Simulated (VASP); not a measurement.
Here is a VASP 6.6.1 calculation.

Contents of INCAR:

```
ALGO = Normal
EDIFF = 1E-6
ENCUT = 520
GGA = PE
ISIF = 2
ISMEAR = 0
LASPH = T
LCHARG = F
LREAL = F
LWAVE = F
NBANDS = 40
NELM = 80
PREC = Accurate
SIGMA = 0.1
```

File KPOINTS:

```
k-points
0
Gamma
  12 12 4
```

Contents of POSCAR:

```
Ge2Bi2O
1.0
    4.3695687969      0.0000000000      0.0000000000
   -2.1847843984      3.7841575817      0.0000000000
    0.0000000000      0.0000000000      9.2602317467
Ge Bi O
2 2 1
Direct
    0.0000000000      0.0000000000      0.1928699515
    0.0000000000      0.0000000000      0.8071300485
    0.6666666667      0.3333333333      0.6740942576
    0.3333333333      0.6666666667      0.3259057424
    0.0000000000      0.0000000000      0.0000000000
```

Potentials or basis: VASP PAW PBE potentials, release 64 (Ge_d, Bi_d, O).

Command:

```bash
$ cat potpaw_PBE.64/Ge_d/POTCAR potpaw_PBE.64/Bi_d/POTCAR potpaw_PBE.64/O/POTCAR > POTCAR
$ mpirun -np 1 vasp_std > vasp.out
```

Problem. Predict the largest force.

Solution. 0.024 eV/Å.

Problem. What does it give for the pressure?

Solution. -0.1 GPa.

Problem. Estimate the band gap on the k mesh.

Solution. Zero (bands 32 and 33 overlap by 0.16 eV).

Stress tensor (GPa, compression positive):
```
-0.03  0.00  0.00
 0.00 -0.03  0.00
 0.00  0.00 -0.18
```

Caveat: spin-orbit coupling is left out, which moves the levels of the heavy elements.
